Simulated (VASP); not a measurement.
Write the native input for VASP 6.6.1 that does the following.

```yaml
Task: single point
Functional: r2SCAN
Potentials_or_basis: VASP PAW PBE potentials, release 64 (Ru_pv)
Cutoff: 520 eV
k_mesh: 12 × 12 × 7
Occupations: fermi-dirac, width 0.1 eV
Spin: no spin polarisation
Dipole_correction: no
Further_INCAR_settings: ALGO = Normal; EDIFF = 1e-06; NBANDS = 21
```

The system is Ru.

```
Ru
1.0
     2.71479    0.00000    0.00000
    -1.35739    2.35108    0.00000
     0.00000    0.00000    4.29613
Ru
2
Direct
  0.33333 0.66667 0.25000
  0.66667 0.33333 0.75000
```

These files were run (other wordings do the same):

POSCAR

```
Ru
1.0
    2.7147894348      0.0000000000      0.0000000000
   -1.3573947174      2.3510770804      0.0000000000
    0.0000000000      0.0000000000      4.2961256859
Ru
2
Direct
    0.3333333333      0.6666666667      0.2500000000
    0.6666666667      0.3333333333      0.7500000000
```

INCAR.step1

```
SYSTEM = Ru
PREC = Accurate
ENCUT = 520
ISMEAR = -1
SIGMA = 0.1
LREAL = .FALSE.
LASPH = .TRUE.
NELM = 80
NBANDS = 21
GGA = PE
ALGO = Normal
EDIFF = 1E-4
LWAVE = .TRUE.
LCHARG = .FALSE.
```

INCAR.step2

```
SYSTEM = Ru
PREC = Accurate
ENCUT = 520
EDIFF = 1E-6
ISMEAR = -1
SIGMA = 0.1
LREAL = .FALSE.
LASPH = .TRUE.
NELM = 80
ALGO = Normal
ISIF = 2
LWAVE = .FALSE.
LCHARG = .FALSE.
METAGGA = R2SCAN
LMIXTAU = .TRUE.
NBANDS = 21
ISTART = 1
```

KPOINTS

```
Automatic mesh
0
G
  12 12 7
  0 0 0
```

Potentials or basis: VASP PAW PBE potentials, release 64 (Ru_pv).

Command:

```bash
$ cat potpaw_PBE.64/Ru_pv/POTCAR > POTCAR
$ cp INCAR.step1 INCAR
$ mpirun -np 1 vasp_std > vasp.out
$ cp INCAR.step2 INCAR
$ mpirun -np 1 vasp_std > vasp.out
```

Results of the run:

```
Pressure               : -3.8 GPa
Band gap on the k mesh : zero (band 14 reaches 14.00 eV, above the bottom of band 15 at 10.95 eV)
```

Caveat: the PAW data sets were made with another functional, which shifts forces and pressure a little.

It took 62 s on 1 thread of AMD EPYC 9R45 96-Core Processor (Zen 5), with other jobs on the host, peak memory 0.13 GiB.
